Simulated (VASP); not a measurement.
AgPdCl3, 5 atoms in the cell. The structure is cubic, space group Pm-3m (No. 221). The conventional cell has a = 4.728 Å, b = 4.728 Å, c = 4.728 Å, α = 90.00°, β = 90.00°, γ = 90.00°. Within 3.1 Å of Ag (site symmetry m-3m) lie 6 Cl at 2.36 Å. Within 4.4 Å of Pd (site symmetry m-3m) lie 12 Cl at 3.34 Å and 8 Ag at 4.09 Å. Within 3.1 Å of Cl (site symmetry 4/mmm) lie 2 Ag at 2.36 Å. 

| Item | Value |
| --- | --- |
| Program | VASP 6.6.1 |
| Task | relaxation of cell and atoms |
| Functional | PBE |
| Potentials or basis | VASP PAW PBE potentials, release 64 (Ag, Pd, Cl) |
| Cutoff | 600 eV |
| k mesh | 4 × 4 × 4 |
| Occupations | gaussian, width 0.1 eV |
| Spin | collinear spin |
| Starting moments | [0.0, 0.84, 0.0, 0.0, 0.0] μB |
| Dipole correction | no |
| Further INCAR settings | ALGO = Normal; EDIFF = 1e-06; IBRION = 2; EDIFFG = -0.04; NSW = 90; ISIF = 3 |

Potentials or basis: VASP PAW PBE potentials, release 64 (Ag, Pd, Cl).

Run with:

```sh
$ cat potpaw_PBE.64/Ag/POTCAR potpaw_PBE.64/Pd/POTCAR potpaw_PBE.64/Cl/POTCAR > POTCAR
$ mpirun -np 1 vasp_std > vasp.out
```

Hardware: 1 thread of Oxide Virtual Turin-like Processor, on a shared host.

**Question.** Estimate the wall time of this run.

**Answer.** Run time: 5.6 min on 1 thread of Oxide Virtual Turin-like Processor, with other jobs on the host, peak memory 0.29 GiB. Counts: scf iterations 67, k points 10, ion steps 3.
